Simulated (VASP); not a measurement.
# MnO (Fm-3m) in VASP: single point with PBE

Aim: the single point of MnO with PBE.

All numbers are computed with VASP 6.6.1; they aren't measurements. Logs are shortened: lines on timing, memory, paths and dates and some standing lists are left out, and cuts for length are marked.

## Step 1: The cell of the first run

It takes space group Fm-3m (No. 225, cubic). Conventional cell: a = 4.075 Å, b = 4.075 Å, c = 4.075 Å, α = 90.00°, β = 90.00°, γ = 90.00°. Within 2.7 Å of Mn (site symmetry m-3m) lie 6 O at 2.04 Å. O (site symmetry m-3m) has 6 Mn at 2.04 Å within 2.7 Å.

## Step 2: Single point, PBE (8.46 Å³/atom)

Input file INCAR:

```
SYSTEM = MnO
PREC = Accurate
ENCUT = 700
EDIFF = 1E-6
ISMEAR = 0
SIGMA = 0.05
LREAL = .False.
LASPH = .True.
NELM = 120
ALGO = Normal
ISIF = 2
LWAVE = .False.
LCHARG = .False.
GGA = PE
NBANDS = 18
GGA_COMPAT = .False.
```

Input file KPOINTS:

```
Automatic mesh
0
Gamma
  14 14 14
  0 0 0
```

Input file POSCAR:

```
MnO
1.0
    0.0000000000      2.0373341943      2.0373341943
    2.0373341943      0.0000000000      2.0373341943
    2.0373341943      2.0373341943      0.0000000000
Mn O
1 1
Direct
    0.0000000000      0.0000000000      0.0000000000
    0.5000000000      0.5000000000      0.5000000000
```

Potentials or basis: VASP PAW PBE potentials, release 64 (Mn_sv, O).

Run with:

```console
$ cat potpaw_PBE.64/Mn_sv/POTCAR potpaw_PBE.64/O/POTCAR > POTCAR
$ mpirun -np 1 vasp_std > vasp.out
```

OUTCAR:

```text
SYSTEM = MnO
   PREC = Accurate
   ENCUT = 700
   EDIFF = 1E-6
   ISMEAR = 0
   LREAL = .False.
   LASPH = .True.
   NELM = 120
   ISIF = 2
   GGA = PE

 ion  position               nearest neighbor table
   1  0.000  0.000  0.000-   2 2.04   2 2.04   2 2.04   2 2.04   2 2.04   2 2.04
   2  0.500  0.500  0.500-   1 2.04   1 2.04   1 2.04   1 2.04   1 2.04   1 2.04

  LATTYP: Found a face centered cubic cell.
 ALAT       =     4.0746683886

  Lattice vectors:

 A1 = (   0.0000000000,   2.0373341943,   2.0373341943)
 A2 = (   2.0373341943,   0.0000000000,   2.0373341943)
 A3 = (   2.0373341943,   2.0373341943,   0.0000000000)

Analysis of symmetry for initial positions (statically):
=====================================================================
 Subroutine PRICEL returns:
 Original cell was already a primitive cell.

 Routine SETGRP: Setting up the symmetry group for a
 face centered cubic supercell.

 Subroutine GETGRP returns: Found 48 space group operations
 (whereof 48 operations were pure point group operations)
 out of a pool of 48 trial point group operations.

The static configuration has the point symmetry O_h .

Analysis of symmetry for dynamics (positions and initial velocities):
=====================================================================
 Subroutine PRICEL returns:
 Original cell was already a primitive cell.

 Routine SETGRP: Setting up the symmetry group for a
 face centered cubic supercell.

 Subroutine GETGRP returns: Found 48 space group operations
 (whereof 48 operations were pure point group operations)
 out of a pool of 48 trial point group operations.

The dynamic configuration has the point symmetry O_h .

 Subroutine INISYM returns: Found 48 space group operations
 (whereof 48 operations are pure point group operations),
 and found     1 'primitive' translations

----------------------------------------------------------------------------------------

                                     Primitive cell

  volume of cell :      16.9129

  direct lattice vectors                    reciprocal lattice vectors
     0.000000000  2.037334194  2.037334194    -0.245418744  0.245418744  0.245418744
     2.037334194  0.000000000  2.037334194     0.245418744 -0.245418744  0.245418744
     2.037334194  2.037334194  0.000000000     0.245418744  0.245418744 -0.245418744

  length of vectors
     2.881225649  2.881225649  2.881225649     0.425077735  0.425077735  0.425077735

  position of ions in fractional coordinates (direct lattice)
     0.000000000  0.000000000  0.000000000
     0.500000000  0.500000000  0.500000000

  ion indices of the primitive-cell ions
   primitive index   ion index
                 1           1
                 2           2

----------------------------------------------------------------------------------------

 KPOINTS: Automatic mesh

Automatic generation of k-mesh.
 Grid dimensions read from file:
 generate k-points for:   14   14   14

 Generating k-lattice:

  Cartesian coordinates                     Fractional coordinates (reciprocal lattice)
    -0.017529910  0.017529910  0.017529910     0.071428571  0.000000000  0.000000000
     0.017529910 -0.017529910  0.017529910     0.000000000  0.071428571  0.000000000
     0.017529910  0.017529910 -0.017529910     0.000000000  0.000000000  0.071428571

  Length of vectors
     0.030362695  0.030362695  0.030362695

  Shift w.r.t. Gamma in fractional coordinates (k-lattice)
     0.000000000  0.000000000  0.000000000

 Subroutine IBZKPT returns following result:
 ===========================================

 Found    104 irreducible k-points:

 Following reciprocal coordinates:
            Coordinates               Weight
  0.000000  0.000000  0.000000      1.000000
  0.071429  0.000000  0.000000      8.000000
  0.142857  0.000000  0.000000      8.000000
  0.214286  0.000000  0.000000      8.000000
  0.285714  0.000000  0.000000      8.000000
  0.357143  0.000000  0.000000      8.000000
[... 16 lines left out ...]
  0.214286  0.142857  0.000000     24.000000
  0.285714  0.142857  0.000000     24.000000
 [... further k-points ...]
   k-points           NKPTS =    104   k-points in BZ     NKDIM =    104   number of bands    NBANDS=     18
   number of dos      NEDOS =    301   number of ions     NIONS =      2
   total plane-waves  NPLWV =  21952
   dimension x,y,z NGX =    28 NGY =   28 NGZ =   28
   dimension x,y,z NGXF=    56 NGYF=   56 NGZF=   56
   ions per type =               1   1
   NGX,Y,Z   is equivalent  to a cutoff of  16.16, 16.16, 16.16 a.u.
   NGXF,Y,Z  is equivalent  to a cutoff of  32.31, 32.31, 32.31 a.u.
 SYSTEM =  MnO
   PREC   = accura    normal or accurate (medium, high low for compatibility)
   ISTART =      0    job   : 0-new  1-cont  2-samecut
   ICHARG =      2    charge: 1-file 2-atom 10-const
   ISPIN  =      1    spin polarized calculation?
   LNONCOLLINEAR =      F non collinear calculations
   LSORBIT =      F    spin-orbit coupling
   LASPH  =      T    aspherical Exc in radial PAW
   ENCUT  =  700.0 eV  51.45 Ry    7.17 a.u.   6.22  6.22  6.22*2*pi/ulx,y,z
   NELM   =    120;   NELMIN=  2; NELMDL= -5     # of ELM steps
   EDIFF  = 0.1E-05   stopping-criterion for ELM
   LREAL  =      F    real-space projection
[... 7 lines left out ...]
   TEBEG  =    0.0;   TEEND  =   0.0 temperature during run
   PSTRESS=    0.0 pullay stress
   NELECT =      21.0000    total number of electrons
   NUPDOWN=      -1.0000    fix difference up-down
   EMIN   =  10.00;   EMAX   =-10.00  energy-range for DOS
   EFERMI =   0.00;   METHOD = LEGACY
   ISMEAR =     0;   SIGMA  =   0.05  broadening in eV -4-tet -1-fermi 0-gaus
   EFERMI_NEDOS =   21; number of points for ismear=-14 and -15
   IALGO  =     38    algorithm
   IMIX   =      4    mixing-type and parameters
     AMIX     =   0.40;   BMIX     =  1.00
     AMIX_MAG =   1.60;   BMIX_MAG =  1.00
  volume/ion in A,a.u.               =       8.46        57.07
  Fermi-wavevector in a.u.,A,eV,Ry     =   1.759580  3.325124 42.125289  3.096121
  Thomas-Fermi vector in A             =   2.828514
   LORBIT       =      0    0 simple, 1 ext, 2 COOP (PROOUT), +10 PAW based schemes
   GGA     = PE    functional components
   LHFCALC =     F    Hartree Fock is set to
   AEXX    =    0.0000 exact exchange contribution
   IVDW    =     0    specifies the selected vdW correction
   LEPSILON=     F    determine dielectric tensor
   LRPA    =     F    only Hartree local field effects (RPA)
 non-spin polarized calculation
 Gauss-broadening in eV      SIGMA  =   0.05
  energy-cutoff  :      700.00
  volume of cell :       16.91
 maximum number of plane-waves:       725
 NGX is ok and might be reduce to    28
   NGX = 13   NGY = 13   NGZ = 13

 number of electron      21.0000004 magnetization

 Free energy of the ion-electron system (eV)
  ---------------------------------------------------
  ext. energy  EPLUGINS =         0.00000000
  ---------------------------------------------------
  free energy    TOTEN  =       -14.94587526 eV

  energy without entropy =      -14.93894854  energy(sigma->0) =      -14.94241190

 E-fermi :  12.8954     XC(G=0): -13.6253

 val. band max:       12.8928730018   @ k =   0.4286   0.2857   0.0000
 cond. band min:      12.9019018115   @ k =  -0.4286   0.1429   0.0714
 fundamental gap:      0.0090288097
 Fermi energy:        12.8953787866

 k-point     1 :       0.0000    0.0000    0.0000
  band No.  band energies     occupation
      1     -66.6552      2.00000
      2     -35.3747      2.00000
      3     -35.3747      2.00000
      4     -35.3747      2.00000
      5      -9.5882      2.00000
      6       7.9954      2.00000
[... 10 lines left out ...]
     17      32.4954      0.00000
     18      32.4954      0.00000

 k-point     2 :       0.0714    0.0000    0.0000
  band No.  band energies     occupation
      1     -66.6539      2.00000
      2     -35.3852      2.00000
      3     -35.3758      2.00000
      4     -35.3758      2.00000
      5      -9.5206      2.00000
      6       7.5983      2.00000
[... 10 lines left out ...]
     17      32.3802      0.00000
     18      32.6400      0.00000

 k-point     3 :       0.1429    0.0000    0.0000
  band No.  band energies     occupation
      1     -66.6503      2.00000
      2     -35.4148      2.00000
      3     -35.3789      2.00000
      4     -35.3789      2.00000
      5      -9.3265      2.00000
      6       6.6681      2.00000
[... 10 lines left out ...]
     17      31.9045      0.00000
     18      33.1130      0.00000

 k-point     4 :       0.2143    0.0000    0.0000
  band No.  band energies     occupation
      1     -66.6450      2.00000
      2     -35.4574      2.00000
      3     -35.3835      2.00000
      4     -35.3834      2.00000
      5      -9.0330      2.00000
      6       5.5659      2.00000
[... 10 lines left out ...]
     17      30.9406      0.00000
     18      33.8401      0.00000

 k-point     5 :       0.2857    0.0000    0.0000
  band No.  band energies     occupation
      1     -66.6392      2.00000
      2     -35.5043      2.00000
      3     -35.3885      2.00000
      4     -35.3885      2.00000
      5      -8.6857      2.00000
      6       4.5071      2.00000
[... 10 lines left out ...]
     17      29.7456      0.00000
     18      34.6422      0.00000

 k-point     6 :       0.3571    0.0000    0.0000
  band No.  band energies     occupation
      1     -66.6339      2.00000
      2     -35.5464      2.00000
      3     -35.3930      2.00000
      4     -35.3930      2.00000
      5      -8.3489      2.00000
      6       3.6315      2.00000
[... 307 lines left out ...]
 k-point    21 :      -0.0714    0.0714    0.0000
  band No.  band energies     occupation
      1     -66.6518      2.00000
      2     -35.3996      2.00000
      3     -35.3819      2.00000
      4     -35.3757      2.00000
      5      -9.4120      2.00000
      6       6.9976      2.00000
[... 10 lines left out ...]
     17      32.5988      0.00000
     18      33.2263      0.00000

 k-point    22 :       0.1429    0.1429    0.0000
  band No.  band energies     occupation
      1     -66.6486      2.00000
      2     -35.4118      2.00000
      3     -35.3882      2.00000
      4     -35.3882      2.00000
      5      -9.2582      2.00000
      6       6.0785      2.00000
[... 10 lines left out ...]
     17      31.1805      0.00000
     18      32.6563      0.00000

 k-point    23 :       0.2143    0.1429    0.0000
  band No.  band energies     occupation
      1     -66.6447      2.00000
      2     -35.4391      2.00000
      3     -35.3948      2.00000
      4     -35.3925      2.00000
      5      -9.0621      2.00000
      6       5.4427      2.00000
[... 10 lines left out ...]
     17      30.6729      0.00000
     18      31.9408      0.00000

 k-point    24 :       0.2857    0.1429    0.0000
  band No.  band energies     occupation
      1     -66.6396      2.00000
      2     -35.4773      2.00000
      3     -35.4010      2.00000
      4     -35.3975      2.00000
      5      -8.7927      2.00000
      6       4.7883      2.00000
[... 10 lines left out ...]
     17      30.0118      0.00000
     18      32.5491      0.00000

 [... further k-points ...]

------------------------ aborting loop because EDIFF is reached ----------------------------------------

  FORCE on cell =-STRESS in cart. coord.  units (eV):
  Direction    XX          YY          ZZ          XY          YZ          ZX
  --------------------------------------------------------------------------------------
  -------------------------------------------------------------------------------------
  Total        0.4556342      0.4556342      0.4556342      0.0000000      0.0000000     -0.0000000
  in kB       43.1628422     43.1628422     43.1628422      0.0000000      0.0000000     -0.0000000
  external PRESSURE =      43.1628422 kB  Pullay stress =       0.0000000 kB

 VOLUME and BASIS-vectors are now :
 -----------------------------------------------------------------------------
  energy-cutoff  :      700.00
  volume of cell :       16.91
      direct lattice vectors                 reciprocal lattice vectors
     0.000000000  2.037334194  2.037334194    -0.245418744  0.245418744  0.245418744
     2.037334194  0.000000000  2.037334194     0.245418744 -0.245418744  0.245418744
     2.037334194  2.037334194  0.000000000     0.245418744  0.245418744 -0.245418744

 POSITION                                       TOTAL-FORCE (eV/Angst)
 -----------------------------------------------------------------------------------
      0.00000      0.00000      0.00000         0.000000      0.000000      0.000000
      2.03733      2.03733      2.03733        -0.000000     -0.000000     -0.000000
 -----------------------------------------------------------------------------------
    total drift:                                0.000000      0.000000      0.000000

  FREE ENERGIE OF THE ION-ELECTRON SYSTEM (eV)
  ---------------------------------------------------
  free  energy   TOTEN  =       -14.9458752637 eV

  energy  without entropy=      -14.9389485372  energy(sigma->0) =      -14.94241190
```

Wall time 46 s (1 thread of Intel Xeon Platinum 8488C (Sapphire Rapids), shared host); peak memory 0.19 GiB.

Results:

- Free energy: -14.9459 eV
- Pressure: 4.3 GPa
- Band gap on the k mesh: zero (an odd number of electrons rules out a gap without spin polarisation)

Caveat: the cell stands under pressure; an odd number of electrons without spin polarisation forces a metal; a magnetic or distorted state may lie lower; the run has no spin polarisation, though such a crystal can be magnetic; semilocal functionals often make such compounds metallic where correlation or magnetic order opens a gap, which also shifts bond lengths.
